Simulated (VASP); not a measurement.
# Al2Cu (I4/mcm) in VASP: a series of runs, part 2 of 2

VASP 6.6.1. Earlier steps stand in the parts before.

## Step 5: Relaxation of cell and atoms, PBE

INCAR reads:

```
  ALGO = Normal
  EDIFF = 1E-6
  EDIFFG = -0.01
  ENCUT = 600
  GGA = PE
  IBRION = 2
  ISIF = 3
  ISMEAR = -1
  LASPH = True
  LCHARG = False
  LREAL = False
  LWAVE = False
  NELM = 60
  NSW = 60
  PREC = Accurate
  SIGMA = 0.05
```

KPOINTS reads:

```
k-points
0
Gamma
  7 7 7
```

POSCAR reads:

```
Al2Cu
1.0
   -3.0335000000      3.0335000000      2.4385000000
    3.0335000000     -3.0335000000      2.4385000000
    3.0335000000      3.0335000000     -2.4385000000
Cu Al
2 4
Direct
    0.2500000000      0.2500000000      0.0000000000
    0.7500000000      0.7500000000      0.0000000000
    0.3419000000      0.1581000000      0.5000000000
    0.8419000000      0.3419000000      0.1838000000
    0.6581000000      0.8419000000      0.5000000000
    0.1581000000      0.6581000000      0.8162000000
```

Potentials or basis: VASP PAW PBE potentials, release 64 (Cu, Al).

Launch:

```
$ cat potpaw_PBE.64/Cu/POTCAR potpaw_PBE.64/Al/POTCAR > POTCAR
$ mpirun -np 1 vasp_std > vasp.out
```

Wall time 9.3 min (1 thread of Intel Xeon 8259CL, shared host); peak memory 0.3 GiB.

Results (log left out):

- Free energy: -23.3932 eV
- Relaxed volume: 14.94 Å³/atom
- Relaxed cell: a = 4.931 Å, b = 4.931 Å, c = 4.931 Å, α = 104.21°, β = 104.21°, γ = 120.61°
- Space group after relaxing (to 0.1 Å): I4/mcm (No. 140)
- Energy gained by relaxing: 0.1 meV/atom
- Ionic steps: 8
- Pressure after relaxing: 0.0 GPa
- Largest force after relaxing: 0.007 eV/Å
- Band gap on the k mesh: zero (bands 17 and 18 overlap by 3.67 eV)

Forces in eV/Å, atoms in the order of the input:
```
Cu   0.000  0.000  0.000
Cu   0.000  0.000  0.000
Al   0.005 -0.005  0.000
Al  -0.005 -0.005  0.000
Al  -0.005  0.005  0.000
Al   0.005  0.005  0.000
```

Stress tensor (GPa, compression positive):
```
 0.07  0.00  0.00
 0.00  0.07  0.00
 0.00  0.00 -0.09
```

Step by step:
| step | energy change (eV) | largest force (eV/Å) | pressure (GPa) | volume (Å³) |
| --- | --- | --- | --- | --- |
| 1 | 0.0000 | 0.0015 | -0.23 | 89.76 |
| 2 | -0.0002 | 0.0060 | 0.27 | 89.47 |
| 3 | -0.0003 | 0.0031 | 0.09 | 89.59 |
| 4 | -0.0003 | 0.0032 | 0.06 | 89.58 |
| 5 | -0.0003 | 0.0045 | 0.18 | 89.52 |
| 6 | -0.0003 | 0.0037 | 0.16 | 89.56 |
| 7 | -0.0003 | 0.0034 | 0.14 | 89.57 |
| 8 | -0.0003 | 0.0069 | 0.01 | 89.66 |

Final structure:
```yaml
crystal:
  lattice:
    - [-3.02912, 3.02912, 2.44299]
    - [3.02912, -3.02912, 2.44299]
    - [3.02912, 3.02912, -2.44299]
  atoms:
    - { symbol: Cu, position: [0.25000, 0.25000, 0.00000] }
    - { symbol: Cu, position: [0.75000, 0.75000, 0.00000] }
    - { symbol: Al, position: [0.34189, 0.15811, 0.50000] }
    - { symbol: Al, position: [0.84189, 0.34189, 0.18378] }
    - { symbol: Al, position: [0.65811, 0.84189, 0.50000] }
    - { symbol: Al, position: [0.15811, 0.65811, 0.81622] }
```

Levels at points of the mesh, in eV from the Fermi level:
| k point | band 13 | band 14 | band 15 | band 16 | band 17 | band 18 | band 19 | band 20 | band 21 |
| --- | --- | --- | --- | --- | --- | --- | --- | --- | --- |
| (0.00, 0.00, 0.00) | -2.98 | -2.05 | -1.42 | -1.27 | -1.27 | -0.92 | -0.48 | -0.04 | 1.31 |

## Step 6: Single point, r2SCAN

This run uses another cell than the first one, of 15.86 Å³/atom.

Changes to POSCAR since step 5:

```diff
@@ -2,5 +2,5 @@
 1.0
-   -3.0335000000      3.0335000000      2.4385000000
-    3.0335000000     -3.0335000000      2.4385000000
-    3.0335000000      3.0335000000     -2.4385000000
+   -3.0929954968      3.0929954968      2.4863258675
+    3.0929954968     -3.0929954968      2.4863258675
+    3.0929954968      3.0929954968     -2.4863258675
 Cu Al
```

INCAR.step1 reads:

```
SYSTEM = Al2Cu
PREC = Accurate
ENCUT = 520
ISMEAR = -1
SIGMA = 0.05
LREAL = .FALSE.
LASPH = .TRUE.
NELM = 100
NBANDS = 26
GGA = PE
ALGO = Normal
EDIFF = 1E-4
LWAVE = .TRUE.
LCHARG = .FALSE.
```

INCAR.step2 reads:

```
SYSTEM = Al2Cu
PREC = Accurate
ENCUT = 520
EDIFF = 1E-7
ISMEAR = -1
SIGMA = 0.05
LREAL = .FALSE.
LASPH = .TRUE.
NELM = 100
ALGO = Normal
ISIF = 2
LWAVE = .FALSE.
LCHARG = .TRUE.
METAGGA = R2SCAN
LMIXTAU = .TRUE.
LELF = .TRUE.
LVHAR = .TRUE.
NBANDS = 26
ISTART = 1
```

KPOINTS reads:

```
regular mesh
0
G
  7 7 7
  0 0 0
```

Potentials or basis: VASP PAW PBE potentials, release 64 (Cu, Al).

Launch:

```
$ cat potpaw_PBE.64/Cu/POTCAR potpaw_PBE.64/Al/POTCAR > POTCAR
$ cp INCAR.step1 INCAR
$ mpirun -np 1 vasp_std > vasp.out
$ cp INCAR.step2 INCAR
$ mpirun -np 1 vasp_std > vasp.out
```

It took 15 min on 1 thread of Intel Xeon 8259CL, shared host; peak memory 0.3 GiB.

It converged, with:

* Free energy: -49.2844 eV
* Pressure: -8.9 GPa
* Largest force: 0.100 eV/Å
* Band gap on the k mesh: zero (bands 17 and 18 overlap by 3.76 eV)

Forces in eV/Å, atoms in the order of the input:
```
Cu   0.000  0.000  0.000
Cu   0.000  0.000  0.000
Al   0.071 -0.071  0.000
Al  -0.071 -0.071  0.000
Al  -0.071  0.071  0.000
Al   0.071  0.071  0.000
```

Stress tensor (GPa, compression positive):
```
-8.83  0.00  0.00
 0.00 -8.83  0.00
 0.00  0.00 -8.96
```

Levels at points of the mesh, in eV from the Fermi level:
```tsv
k point	band 13	band 14	band 15	band 16	band 17	band 18	band 19	band 20	band 21	band 22
(0.00, 0.00, 0.00)	-3.06	-2.09	-1.40	-1.27	-1.27	-0.95	-0.44	-0.06	1.36	1.36
```

Caveat: the cell stands under tension; the PAW data sets were made with another functional, which shifts forces and pressure a little.

## Step 7: The runs side by side

| task | level | potentials or basis | cell | cutoff (eV) | gap on the mesh (eV) | pressure (GPa) | relaxed volume (Å³/atom) | largest force (eV/Å) |
| --- | --- | --- | --- | --- | --- | --- | --- | --- |
| relaxation of cell and atoms | PBEsol+D4 | VASP PAW PBE potentials, release 64 (Cu, Al) | relaxed from a = 4.935 Å, angles 104.1, 104.1, 120.8°, 6 atoms, atomic positions A | 600 | none | 0.0 | 14.18 | 0.01 |
| single point | r2SCAN | VASP PAW PBE potentials, release 64 (Cu, Al) | a = 4.873 Å, angles 104.2, 104.2, 120.7°, 6 atoms, atomic positions B | 520 | none | -0.1 | - | - |
| relaxation of cell and atoms | LDA | VASP PAW LDA potentials, release 64 (Cu, Al) | relaxed from a = 4.935 Å, angles 104.1, 104.1, 120.8°, 6 atoms, atomic positions A | 600 | none | 0.1 | 14.08 | 0.01 |
| relaxation of cell and atoms | PBE | VASP PAW PBE potentials, release 64 (Cu, Al) | relaxed from a = 4.935 Å, angles 104.1, 104.1, 120.8°, 6 atoms, atomic positions A | 600 | none | 0.0 | 14.94 | 0.01 |
| single point | r2SCAN | VASP PAW PBE potentials, release 64 (Cu, Al) | a = 5.031 Å, angles 104.1, 104.1, 120.8°, 6 atoms, atomic positions A | 520 | none | -8.9 | - | 0.10 |

Alike in all rows: no spin polarisation; k mesh 7 × 7 × 7; smearing fermi-dirac 0.05 eV.

Caveats: the PAW data sets were made with another functional, which shifts forces and pressure a little (at least some runs); the cell stands under tension (at least some runs).

Absolute energies hang on the potentials; compare differences alone.
